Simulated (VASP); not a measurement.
# Cu (Fm-3m) in VASP: single point with PBE

Aim: the single point of Cu with PBE.

Everything below comes from runs of VASP 6.6.1. Logs are shortened: lines on timing, memory, paths and dates and some standing lists are left out, and cuts for length are marked.

### 1 The cell of the first run

Symmetry: Fm-3m, No. 225, cubic system. Conventional cell: a = 3.677 Å, b = 3.677 Å, c = 3.677 Å, α = 90.00°, β = 90.00°, γ = 90.00°. Within 3.4 Å of Cu (site symmetry m-3m) lie 12 Cu at 2.60 Å.

### 2 Single point, PBE (volume scaled by 1.040)

Contents of INCAR:

```
SYSTEM = Cu
PREC = Accurate ; ENCUT = 520
EDIFF = 1E-7 ; ISMEAR = 0
SIGMA = 0.05 ; LREAL = .FALSE.
LASPH = .TRUE. ; NELM = 100
ALGO = Fast ; ISIF = 2
LWAVE = .FALSE. ; LCHARG = .FALSE.
GGA = PE ; NBANDS = 12
```

Contents of KPOINTS:

```
Automatic mesh
0
G
  22 22 22
  0 0 0
```

Contents of POSCAR:

```
Cu
1.0
    0.0000000000      1.8384002058      1.8384002058
    1.8384002058      0.0000000000      1.8384002058
    1.8384002058      1.8384002058      0.0000000000
Cu
1
Direct
    0.0000000000      0.0000000000      0.0000000000
```

Potentials or basis: VASP PAW PBE potentials, release 64 (Cu).

Launch:

```sh
> cat potpaw_PBE.64/Cu/POTCAR > POTCAR
> mpirun -np 1 vasp_std > vasp.out
```

OUTCAR:

```text
SYSTEM = Cu
   PREC = Accurate
   ENCUT = 520
   EDIFF = 1E-7
   ISMEAR = 0
   LREAL = .FALSE.
   LASPH = .TRUE.
   NELM = 100
   ISIF = 2
   GGA = PE

 ion  position               nearest neighbor table
   1  0.000  0.000  0.000-

  LATTYP: Found a face centered cubic cell.
 ALAT       =     3.6768004116

  Lattice vectors:

 A1 = (   0.0000000000,   1.8384002058,   1.8384002058)
 A2 = (   1.8384002058,   0.0000000000,   1.8384002058)
 A3 = (   1.8384002058,   1.8384002058,   0.0000000000)

Analysis of symmetry for initial positions (statically):
=====================================================================
 Subroutine PRICEL returns:
 Original cell was already a primitive cell.

 Routine SETGRP: Setting up the symmetry group for a
 face centered cubic supercell.

 Subroutine GETGRP returns: Found 48 space group operations
 (whereof 48 operations were pure point group operations)
 out of a pool of 48 trial point group operations.

The static configuration has the point symmetry O_h .

Analysis of symmetry for dynamics (positions and initial velocities):
=====================================================================
 Subroutine PRICEL returns:
 Original cell was already a primitive cell.

 Routine SETGRP: Setting up the symmetry group for a
 face centered cubic supercell.

 Subroutine GETGRP returns: Found 48 space group operations
 (whereof 48 operations were pure point group operations)
 out of a pool of 48 trial point group operations.

The dynamic configuration has the point symmetry O_h .

 Subroutine INISYM returns: Found 48 space group operations
 (whereof 48 operations are pure point group operations),
 and found     1 'primitive' translations

----------------------------------------------------------------------------------------

                                     Primitive cell

  volume of cell :      12.4265

  direct lattice vectors                    reciprocal lattice vectors
     0.000000000  1.838400206  1.838400206    -0.271975601  0.271975601  0.271975601
     1.838400206  0.000000000  1.838400206     0.271975601 -0.271975601  0.271975601
     1.838400206  1.838400206  0.000000000     0.271975601  0.271975601 -0.271975601

  length of vectors
     2.599890504  2.599890504  2.599890504     0.471075559  0.471075559  0.471075559

  position of ions in fractional coordinates (direct lattice)
     0.000000000  0.000000000  0.000000000

[... 75 lines left out ...]
   EDIFF  = 0.1E-06   stopping-criterion for ELM
   LREAL  =      F    real-space projection
   EDIFFG = 0.1E-05   stopping-criterion for IOM
   NSW    =      0    number of steps for IOM
   IBRION =     -1    ionic relax: 0-MD 1-quasi-New 2-CG
   NFREE  =      0    steps in history (QN), initial steepest desc. (CG)
   ISIF   =      2    stress and relaxation
   ISYM   =      2    0-nonsym 1-usesym 2-fastsym
   POTIM  = 0.5000    time-step for ionic-motion
   TEBEG  =    0.0;   TEEND  =   0.0 temperature during run
   PSTRESS=    0.0 pullay stress
   NELECT =      11.0000    total number of electrons
   NUPDOWN=      -1.0000    fix difference up-down
   EMIN   =  10.00;   EMAX   =-10.00  energy-range for DOS
   EFERMI =   0.00;   METHOD = LEGACY
   ISMEAR =     0;   SIGMA  =   0.05  broadening in eV -4-tet -1-fermi 0-gaus
   EFERMI_NEDOS =   21; number of points for ismear=-14 and -15
   IALGO  =     68    algorithm
   IMIX   =      4    mixing-type and parameters
     AMIX     =   0.40;   BMIX     =  1.00
     AMIX_MAG =   1.60;   BMIX_MAG =  1.00
  volume/ion in A,a.u.               =      12.43        83.86
  Fermi-wavevector in a.u.,A,eV,Ry     =   1.571891  2.970443 33.617823  2.470840
  Thomas-Fermi vector in A             =   2.673407
   LORBIT       =      0    0 simple, 1 ext, 2 COOP (PROOUT), +10 PAW based schemes
   GGA     = PE    functional components
   LHFCALC =     F    Hartree Fock is set to
   AEXX    =    0.0000 exact exchange contribution
   IVDW    =     0    specifies the selected vdW correction
   LEPSILON=     F    determine dielectric tensor
   LRPA    =     F    only Hartree local field effects (RPA)
 non-spin polarized calculation
 RMM-DIIS sequential band-by-band and
 Gauss-broadening in eV      SIGMA  =   0.05
  energy-cutoff  :      520.00
  volume of cell :       12.43
 maximum number of plane-waves:       343
   NGX =  9   NGY =  9   NGZ =  9

 number of electron      10.9999987 magnetization

 Free energy of the ion-electron system (eV)
  ---------------------------------------------------
  ext. energy  EPLUGINS =         0.00000000
  ---------------------------------------------------
  free energy    TOTEN  =        -3.72338097 eV

  energy without entropy =       -3.72307556  energy(sigma->0) =       -3.72322827

 E-fermi :   6.9597     XC(G=0): -12.4333

 val. band max:        6.9577779065   @ k =  -0.4545   0.0909   0.0000
 cond. band min:       6.9676829224   @ k =   0.4545   0.4091   0.0455
 fundamental gap:      0.0099050160
 Fermi energy:         6.9597166748

 k-point     1 :       0.0000    0.0000    0.0000
  band No.  band energies     occupation
      1      -1.9991      2.00000
      2       4.0966      2.00000
      3       4.0966      2.00000
      4       4.0966      2.00000
      5       4.8559      2.00000
      6       4.8559      2.00000
      7      29.1571      0.00000
      8      31.4109      0.00000
      9      31.4109      0.00000
     10      31.4109      0.00000
     11      33.8732      0.00000
     12      33.8732      0.00000
[... 331 lines left out ...]
 k-point    24 :      -0.4545    0.0455    0.0000
  band No.  band energies     occupation
      1       2.1943      2.00000
      2       4.0498      2.00000
      3       4.0910      2.00000
      4       5.1168      2.00000
      5       5.3552      2.00000
      6       6.2685      2.00000
      7      10.7632      0.00000
      8      26.6813      0.00000
      9      27.9288      0.00000
     10      28.0568      0.00000
     11      31.7070      0.00000
     12      32.4536      0.00000

 [... further k-points ...]
[... 5 lines left out ...]
  --------------------------------------------------------------------------------------
  -------------------------------------------------------------------------------------
  Total       -0.3254259     -0.3254259     -0.3254259      0.0000000      0.0000000      0.0000000
  in kB      -41.9577841    -41.9577841    -41.9577841      0.0000000      0.0000000      0.0000000
  external PRESSURE =     -41.9577841 kB  Pullay stress =       0.0000000 kB

 VOLUME and BASIS-vectors are now :
 -----------------------------------------------------------------------------
  energy-cutoff  :      520.00
  volume of cell :       12.43
      direct lattice vectors                 reciprocal lattice vectors
     0.000000000  1.838400206  1.838400206    -0.271975601  0.271975601  0.271975601
     1.838400206  0.000000000  1.838400206     0.271975601 -0.271975601  0.271975601
     1.838400206  1.838400206  0.000000000     0.271975601  0.271975601 -0.271975601

 POSITION                                       TOTAL-FORCE (eV/Angst)
 -----------------------------------------------------------------------------------
      0.00000      0.00000      0.00000         0.000000     -0.000000     -0.000000
 -----------------------------------------------------------------------------------
    total drift:                                0.000000      0.000000      0.000000

  FREE ENERGIE OF THE ION-ELECTRON SYSTEM (eV)
  ---------------------------------------------------
  free  energy   TOTEN  =        -3.7233809746 eV

  energy  without entropy=       -3.7230755584  energy(sigma->0) =       -3.72322827
```

Run time: 45 s. Hardware: 1 thread of Intel Xeon Platinum 8259CL at 2.50GHz (Skylake/Cascade Lake), shared host; peak memory 0.16 GiB.

What came out:

* Free energy: -3.7234 eV
* Pressure: -4.2 GPa
